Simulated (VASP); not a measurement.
CaSe, 2 atoms in the cell. Symmetry: Fm-3m, No. 225, cubic system. The conventional cell has a = 6.113 Å, b = 6.113 Å, c = 6.113 Å, α = 90.00°, β = 90.00°, γ = 90.00°. Within 4.0 Å of Ca (site symmetry m-3m) lie 6 Se at 3.06 Å. Se (site symmetry m-3m) has 6 Ca at 3.06 Å within 4.0 Å.  This cell differs from its parent crystal: strain +3.0%.

| Property | Result |
| --- | --- |
| Program | VASP 6.6.1 |
| Task | single point |
| Functional | PBE |
| Potentials or basis | VASP PAW PBE potentials, release 64 (Ca_sv, Se) |
| Cutoff | 520 eV |
| k mesh | 8 × 8 × 8 |
| Occupations | fermi-dirac, width 0.02 eV |
| Spin | no spin polarisation |
| Dipole correction | no |
| Further INCAR settings | ALGO = Normal; EDIFF = 1e-07; NBANDS = 15 |

Potentials or basis: VASP PAW PBE potentials, release 64 (Ca_sv, Se).

Command:

```sh
$ cat potpaw_PBE.64/Ca_sv/POTCAR potpaw_PBE.64/Se/POTCAR > POTCAR
$ mpirun -np 1 vasp_std > vasp.out
```

Hardware: 1 thread of Intel Xeon 8259CL, on a shared host.

How long does it take, and how much memory?

It took 27 s on 1 thread of Intel Xeon 8259CL, on a shared host, peak memory 0.18 GiB. Counts: scf iterations 14, k points 29.
